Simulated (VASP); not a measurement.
A run of VASP 6.6.1 is set up as follows.

The input POSCAR:

```
HfN
1.0
    3.0854334487      0.0000000000      0.0000000000
   -1.5427167244      2.6720637483      0.0000000000
    0.0000000000      0.0000000000      2.8908649372
Hf N
1 1
Direct
    0.0000000000      0.0000000000      0.0000000000
    0.6666666667      0.3333333333      0.5000000000
```

The input INCAR.step1:

```
PREC = Accurate
ENCUT = 520
ISMEAR = 0
SIGMA = 0.1
LREAL = F
LASPH = T
NELM = 100
NBANDS = 14
GGA = PE
ALGO = Normal
EDIFF = 1E-4
LWAVE = T
LCHARG = F
```

The input INCAR.step2:

```
PREC = Accurate
ENCUT = 520
EDIFF = 1E-6
ISMEAR = 0
SIGMA = 0.1
LREAL = F
LASPH = T
NELM = 100
ALGO = Normal
ISIF = 2
LWAVE = F
LCHARG = F
METAGGA = R2SCAN
LMIXTAU = T
NBANDS = 14
ISTART = 1
```

File KPOINTS:

```
Automatic mesh
0
Gamma
  12 12 12
```

Potentials or basis: VASP PAW PBE potentials, release 64 (Hf_pv, N).

Command:

```bash
$ cat potpaw_PBE.64/Hf_pv/POTCAR potpaw_PBE.64/N/POTCAR > POTCAR
$ cp INCAR.step1 INCAR
$ mpirun -np 1 vasp_std > vasp.out
$ cp INCAR.step2 INCAR
$ mpirun -np 1 vasp_std > vasp.out
```

(1) Estimate the band gap on the k mesh.

(2) Predict the pressure.

## Answers

(1) zero (an odd number of electrons rules out a gap without spin polarisation).

(2) -2.2 GPa.

Caveat: the PAW data sets were made with another functional, which shifts forces and pressure a little; spin-orbit coupling is left out, which moves the levels of the heavy elements.
